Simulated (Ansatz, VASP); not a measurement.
Mg3CdS4: VASP beside Ansatz

```
Mg Cd S
1.0
     4.07694    0.00000    0.00000
     0.00000    4.07694    0.00000
     0.00000    0.00000   11.45996
Mg Cd S
3 1 4
Direct
  0.00000 0.00000 0.74442
  0.00000 0.00000 0.25558
  0.50000 0.50000 0.50000
  0.50000 0.50000 0.00000
  0.50000 0.00000 0.13453
  0.00000 0.50000 0.37780
  0.50000 0.00000 0.62220
  0.00000 0.50000 0.86547
```

Alike in both runs: task single point; functional r2SCAN; k mesh 6 × 6 × 2; occupations gaussian, width 0.02 eV; no spin polarisation.

```csv
,VASP,Ansatz
version,VASP 6.6.1,Ansatz 0.2.0
potentials or method,"VASP PAW PBE potentials, release 64 (Mg, Cd, S), cutoff 520 eV","scalar-relativistic, plane waves, PAW"
valence electrons in the cell,42,74
```

|  | VASP | Ansatz | Ansatz less VASP |
| --- | --- | --- | --- |
| gap on the k mesh at the Fermi level (eV) | 3.08 | 3.09 | +0.005 |
| least direct gap on the mesh (eV) | 3.08 | 3.09 | +0.005 |
| pressure (GPa) | -1.3 | -1.2 | +0.13 |
| rms of the force components (eV/Å) | 0.009 | 0.008 | -0.0013 |

VASP's potentials were made for PBE, not for r2SCAN. Atom by atom the forces differ by 0.016 eV/Å (rms over components). VASP's potentials hold 42 valence electrons a cell and Ansatz's 74, so a difference there can come from the potentials and not from the codes.
